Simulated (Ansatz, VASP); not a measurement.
## One calculation of Hf4N, two programs

```xyz
5
Lattice="4.5123 0.0000 0.0000 0.0000 4.5123 0.0000 0.0000 0.0000 4.5123" Properties=species:S:1:pos:R:3 pbc="T T T"
Hf    2.2561    0.0000    0.0000
Hf    0.0000    2.2561    0.0000
Hf    0.0000    0.0000    2.2561
Hf    2.2561    2.2561    2.2561
N     0.0000    0.0000    0.0000
```

Alike in both runs: task relaxation of cell and atoms; functional PBE; k mesh 8 × 8 × 8; occupations gaussian, width 0.1 eV; no spin polarisation.

|  | VASP | Ansatz |
| --- | --- | --- |
| version | VASP 6.6.1 | Ansatz 0.2.0 |
| potentials or method | VASP PAW PBE potentials, release 64 (Hf_pv, N), cutoff 600 eV | scalar-relativistic, plane waves, PAW |
| valence electrons in the cell | 45 | 109 |

VASP gave:

```
gap on the k mesh at the Fermi level, each at its own relaxed structure (eV) : none
relaxed volume (Å³/atom)                                                     : 18.27
relaxed length of the cell vector where the two differ most in proportion (Å)              : 4.503
```

**Question.** What did Ansatz give for the same quantities?

**Answer.** gap on the k mesh at the Fermi level, each at its own relaxed structure (eV): none; relaxed volume (Å³/atom): 18.37; relaxed length of the cell vector where the two differ most in proportion (Å): 4.512.

A gap of «none» marks a metal or a gap that the smearing closes. VASP's potentials hold 45 valence electrons a cell and Ansatz's 109, so a difference there can come from the potentials and not from the codes.

Neither program's run includes spin-orbit coupling.
